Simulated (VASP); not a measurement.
# ZnS (R3m) in VASP: notebook

The runs below take ZnS through single point, with PBEsol.

Everything below comes from runs of VASP 6.6.1. Logs are shortened: lines on timing, memory, paths and dates and some standing lists are left out, and cuts for length are marked.

## 1. The cell of the first run

It takes space group R3m (No. 160, trigonal). Conventional cell: a = 3.788 Å, b = 3.788 Å, c = 9.278 Å, α = 90.00°, β = 90.00°, γ = 120.00°. Within 2.9 Å of Zn (site symmetry 3m) lie 4 S at 2.20 to 2.82 Å. Within 2.9 Å of S (site symmetry 3m) lie 4 Zn at 2.20 to 2.82 Å.

## 2. Single point, PBEsol

Contents of INCAR:

```
PREC     = Accurate       # precision mode
ENCUT    = 520            # plane-wave cutoff, eV
EDIFF    = 1E-7           # SCF threshold, eV
ISMEAR   = 0              # smearing method
SIGMA    = 0.05           # smearing width, eV
LREAL    = F              # projectors in reciprocal space
LASPH    = T              # aspherical terms in the spheres
NELM     = 100            # most SCF steps
ALGO     = Normal         # electronic algorithm
ISIF     = 2              # what is computed and relaxed
LWAVE    = F              # write WAVECAR
LCHARG   = F              # write CHGCAR
GGA      = PS             # functional
NBANDS   = 16             # bands
```

Contents of KPOINTS:

```
regular mesh
0
Gamma
  10 10 10
```

Contents of POSCAR:

```
ZnS
1.0
    0.0000000000      2.6782590749      2.6782590749
    2.6782590749      0.0000000000      2.6782590749
    2.6782590749      2.6782590749      0.0000000000
Zn S
1 1
Direct
    0.0000000000      0.0000000000      0.0000000000
    0.9116769288      0.6961076904      0.6961076904
```

Potentials or basis: VASP PAW PBE potentials, release 64 (Zn, S).

The run is started by

```sh
$ cat potpaw_PBE.64/Zn/POTCAR potpaw_PBE.64/S/POTCAR > POTCAR
$ mpirun -np 1 vasp_std > vasp.out
```

OUTCAR:

```text
PREC = Accurate
   ENCUT = 520
   EDIFF = 1E-7
   ISMEAR = 0
   LREAL = F
   LASPH = T
   NELM = 100
   ISIF = 2
   GGA = PS

 ion  position               nearest neighbor table
   1  0.000  0.000  0.000-   2 2.20   2 2.20   2 2.20   2 2.82
   2  0.912  0.696  0.696-   1 2.20   1 2.20   1 2.20   1 2.82

  LATTYP: Found a face centered cubic cell.
 ALAT       =     5.3565181498

  Lattice vectors:

 A1 = (   0.0000000000,   2.6782590749,   2.6782590749)
 A2 = (   2.6782590749,   0.0000000000,   2.6782590749)
 A3 = (   2.6782590749,   2.6782590749,   0.0000000000)

Analysis of symmetry for initial positions (statically):
=====================================================================
 Subroutine PRICEL returns:
 Original cell was already a primitive cell.

 Routine SETGRP: Setting up the symmetry group for a
 face centered cubic supercell.

 Subroutine GETGRP returns: Found  6 space group operations
 (whereof  6 operations were pure point group operations)
 out of a pool of 48 trial point group operations.

The static configuration has the point symmetry C_3v.

Analysis of symmetry for dynamics (positions and initial velocities):
=====================================================================
 Subroutine PRICEL returns:
 Original cell was already a primitive cell.

 Routine SETGRP: Setting up the symmetry group for a
 face centered cubic supercell.

 Subroutine GETGRP returns: Found  6 space group operations
 (whereof  6 operations were pure point group operations)
 out of a pool of 48 trial point group operations.

The dynamic configuration has the point symmetry C_3v.

 Subroutine INISYM returns: Found  6 space group operations
 (whereof  6 operations are pure point group operations),
 and found     1 'primitive' translations

----------------------------------------------------------------------------------------

                                     Primitive cell

  volume of cell :      38.4227

  direct lattice vectors                    reciprocal lattice vectors
     0.000000000  2.678259075  2.678259075    -0.186688437  0.186688437  0.186688437
     2.678259075  0.000000000  2.678259075     0.186688437 -0.186688437  0.186688437
     2.678259075  2.678259075  0.000000000     0.186688437  0.186688437 -0.186688437

  length of vectors
     3.787630307  3.787630307  3.787630307     0.323353858  0.323353858  0.323353858

  position of ions in fractional coordinates (direct lattice)
     0.000000000  0.000000000  0.000000000
     0.911676929  0.696107690  0.696107690

  ion indices of the primitive-cell ions
   primitive index   ion index
                 1           1
                 2           2

----------------------------------------------------------------------------------------

 KPOINTS: regular mesh

Automatic generation of k-mesh.
 Grid dimensions read from file:
 generate k-points for:   10   10   10

 Generating k-lattice:

  Cartesian coordinates                     Fractional coordinates (reciprocal lattice)
    -0.018668844  0.018668844  0.018668844     0.100000000  0.000000000  0.000000000
     0.018668844 -0.018668844  0.018668844     0.000000000  0.100000000  0.000000000
     0.018668844  0.018668844 -0.018668844     0.000000000  0.000000000  0.100000000

  Length of vectors
     0.032335386  0.032335386  0.032335386

  Shift w.r.t. Gamma in fractional coordinates (k-lattice)
     0.000000000  0.000000000  0.000000000

 Subroutine IBZKPT returns following result:
 ===========================================

 Found    116 irreducible k-points:

 Following reciprocal coordinates:
            Coordinates               Weight
  0.000000  0.000000  0.000000      1.000000
  0.100000  0.000000  0.000000      2.000000
  0.000000  0.100000  0.000000      6.000000
  0.200000  0.000000  0.000000      2.000000
  0.000000  0.200000  0.000000      6.000000
  0.300000  0.000000  0.000000      2.000000
[... 16 lines left out ...]
  0.000000  0.500000  0.100000     12.000000
  0.100000  0.000000  0.500000      6.000000
 [... further k-points ...]
   k-points           NKPTS =    116   k-points in BZ     NKDIM =    116   number of bands    NBANDS=     16
   number of dos      NEDOS =    301   number of ions     NIONS =      2
   total plane-waves  NPLWV =  21952
   dimension x,y,z NGX =    28 NGY =   28 NGZ =   28
   dimension x,y,z NGXF=    56 NGYF=   56 NGZF=   56
   ions per type =               1   1
   NGX,Y,Z   is equivalent  to a cutoff of  12.29, 12.29, 12.29 a.u.
   NGXF,Y,Z  is equivalent  to a cutoff of  24.58, 24.58, 24.58 a.u.
 SYSTEM =  unknown system
   PREC   = accura    normal or accurate (medium, high low for compatibility)
   ISTART =      0    job   : 0-new  1-cont  2-samecut
   ICHARG =      2    charge: 1-file 2-atom 10-const
   ISPIN  =      1    spin polarized calculation?
   LNONCOLLINEAR =      F non collinear calculations
   LSORBIT =      F    spin-orbit coupling
   LASPH  =      T    aspherical Exc in radial PAW
   ENCUT  =  520.0 eV  38.22 Ry    6.18 a.u.   7.04  7.04  7.04*2*pi/ulx,y,z
   NELM   =    100;   NELMIN=  2; NELMDL= -5     # of ELM steps
   EDIFF  = 0.1E-06   stopping-criterion for ELM
   LREAL  =      F    real-space projection
   EDIFFG = 0.1E-05   stopping-criterion for IOM
   NSW    =      0    number of steps for IOM
   IBRION =     -1    ionic relax: 0-MD 1-quasi-New 2-CG
   NFREE  =      0    steps in history (QN), initial steepest desc. (CG)
   ISIF   =      2    stress and relaxation
   ISYM   =      2    0-nonsym 1-usesym 2-fastsym
   POTIM  = 0.5000    time-step for ionic-motion
   TEBEG  =    0.0;   TEEND  =   0.0 temperature during run
   PSTRESS=    0.0 pullay stress
   NELECT =      18.0000    total number of electrons
   NUPDOWN=      -1.0000    fix difference up-down
   EMIN   =  10.00;   EMAX   =-10.00  energy-range for DOS
   EFERMI =   0.00;   METHOD = LEGACY
   ISMEAR =     0;   SIGMA  =   0.05  broadening in eV -4-tet -1-fermi 0-gaus
   EFERMI_NEDOS =   21; number of points for ismear=-14 and -15
   IALGO  =     38    algorithm
   IMIX   =      4    mixing-type and parameters
     AMIX     =   0.40;   BMIX     =  1.00
     AMIX_MAG =   1.60;   BMIX_MAG =  1.00
  volume/ion in A,a.u.               =      19.21       129.64
  Fermi-wavevector in a.u.,A,eV,Ry     =   1.271461  2.402713 21.995360  1.616613
  Thomas-Fermi vector in A             =   2.404393
   LORBIT       =      0    0 simple, 1 ext, 2 COOP (PROOUT), +10 PAW based schemes
   GGA     = PS    functional components
   LHFCALC =     F    Hartree Fock is set to
   AEXX    =    0.0000 exact exchange contribution
   IVDW    =     0    specifies the selected vdW correction
   LEPSILON=     F    determine dielectric tensor
   LRPA    =     F    only Hartree local field effects (RPA)
 non-spin polarized calculation
 Gauss-broadening in eV      SIGMA  =   0.05
  energy-cutoff  :      520.00
  volume of cell :       38.42
 maximum number of plane-waves:      1056
   NGX = 15   NGY = 15   NGZ = 15

 number of electron      18.0000015 magnetization

 Free energy of the ion-electron system (eV)
  ---------------------------------------------------
  ext. energy  EPLUGINS =         0.00000000
  ---------------------------------------------------
  free energy    TOTEN  =        -7.23948491 eV

  energy without entropy =       -7.23948491  energy(sigma->0) =       -7.23948491

 E-fermi :   2.4777     XC(G=0):  -9.9768

 val. band max:        2.2043611390   @ k =   0.0000  -0.1000   0.1000
 cond. band min:       4.4108200566   @ k =   0.0000   0.0000   0.0000
 fundamental gap:      2.2064589176
 Fermi energy:         2.4776914394

 k-point     1 :       0.0000    0.0000    0.0000
  band No.  band energies     occupation
      1     -11.1905      2.00000
      2      -4.6389      2.00000
      3      -4.6389      2.00000
      4      -4.0337      2.00000
      5      -3.9145      2.00000
      6      -3.9145      2.00000
[... 8 lines left out ...]
     15      13.8407      0.00000
     16      13.8407      0.00000

 k-point     2 :       0.1000    0.0000    0.0000
  band No.  band energies     occupation
      1     -11.1220      2.00000
      2      -4.6383      2.00000
      3      -4.6383      2.00000
      4      -4.0277      2.00000
      5      -3.9109      2.00000
      6      -3.9109      2.00000
[... 8 lines left out ...]
     15      13.5812      0.00000
     16      14.1308      0.00000

 k-point     3 :       0.0000    0.1000    0.0000
  band No.  band energies     occupation
      1     -11.1065      2.00000
      2      -4.6455      2.00000
      3      -4.6073      2.00000
      4      -4.0318      2.00000
      5      -3.9191      2.00000
      6      -3.9151      2.00000
[... 8 lines left out ...]
     15      13.3680      0.00000
     16      14.2516      0.00000

 k-point     4 :       0.2000    0.0000    0.0000
  band No.  band energies     occupation
      1     -10.9345      2.00000
      2      -4.6379      2.00000
      3      -4.6379      2.00000
      4      -3.9965      2.00000
      5      -3.9000      2.00000
      6      -3.9000      2.00000
[... 8 lines left out ...]
     15      13.4466      0.00000
     16      14.3369      0.00000
[... 324 lines left out ...]
 k-point    22 :       0.5000    0.1000    0.0000
  band No.  band energies     occupation
      1     -10.3279      2.00000
      2      -4.6455      2.00000
      3      -4.6123      2.00000
      4      -3.9164      2.00000
      5      -3.8606      2.00000
      6      -3.5842      2.00000
[... 8 lines left out ...]
     15      15.7642      0.00000
     16      15.9016      0.00000

 k-point    23 :       0.0000    0.5000    0.1000
  band No.  band energies     occupation
      1     -10.1126      2.00000
      2      -4.4231      2.00000
      3      -4.2541      2.00000
      4      -4.0648      2.00000
      5      -3.9481      2.00000
      6      -3.7358      2.00000
[... 8 lines left out ...]
     15      14.8469      0.00000
     16      15.8638      0.00000

 k-point    24 :       0.1000    0.0000    0.5000
  band No.  band energies     occupation
      1     -10.1117      2.00000
      2      -4.4006      2.00000
      3      -4.2726      2.00000
      4      -4.0221      2.00000
      5      -3.9428      2.00000
      6      -3.7976      2.00000
[... 8 lines left out ...]
     15      14.9030      0.00000
     16      16.0474      0.00000

 [... further k-points ...]

------------------------ aborting loop because EDIFF is reached ----------------------------------------

  FORCE on cell =-STRESS in cart. coord.  units (eV):
  Direction    XX          YY          ZZ          XY          YZ          ZX
  --------------------------------------------------------------------------------------
  -------------------------------------------------------------------------------------
  Total        0.9937414      0.9937414      0.9937414      0.6615435     -0.6615435      0.6615435
  in kB       41.4377529     41.4377529     41.4377529     27.5855257    -27.5855257     27.5855257
  external PRESSURE =      41.4377529 kB  Pullay stress =       0.0000000 kB

 VOLUME and BASIS-vectors are now :
 -----------------------------------------------------------------------------
  energy-cutoff  :      520.00
  volume of cell :       38.42
      direct lattice vectors                 reciprocal lattice vectors
     0.000000000  2.678259075  2.678259075    -0.186688437  0.186688437  0.186688437
     2.678259075  0.000000000  2.678259075     0.186688437 -0.186688437  0.186688437
     2.678259075  2.678259075  0.000000000     0.186688437  0.186688437 -0.186688437

 POSITION                                       TOTAL-FORCE (eV/Angst)
 -----------------------------------------------------------------------------------
      0.00000      0.00000      0.00000        -0.466717      0.466717      0.466717
      3.72871      4.30606      4.30606         0.466717     -0.466717     -0.466717
 -----------------------------------------------------------------------------------
    total drift:                                0.000062     -0.000065     -0.000065

  FREE ENERGIE OF THE ION-ELECTRON SYSTEM (eV)
  ---------------------------------------------------
  free  energy   TOTEN  =        -7.2394849076 eV

  energy  without entropy=       -7.2394849076  energy(sigma->0) =       -7.23948491
```

Run time: 1.7 min. Hardware: 1 thread of Intel Xeon 8259CL, shared host; peak memory 0.2 GiB.

What came out:

| Quantity | Value |
| --- | --- |
| Free energy | -7.2395 eV |
| Pressure | 4.1 GPa |
| Largest force | 0.808 eV/Å |
| Band gap on the k mesh | 2.21 eV |

Forces on the atoms (eV/Å):
```
Zn  -0.467  0.467  0.467
S    0.467 -0.467 -0.467
```

Caveat: the cell differs from its parent crystal (all S atoms moved -0.500 Å, as atom 2 towards its neighbour atom 1 (Zn) at 2.319 Å); the cell stands under pressure; the PAW data sets were made with another functional, which shifts forces and pressure a little. A k mesh can miss the band edges.

[end of part 1 of 3]
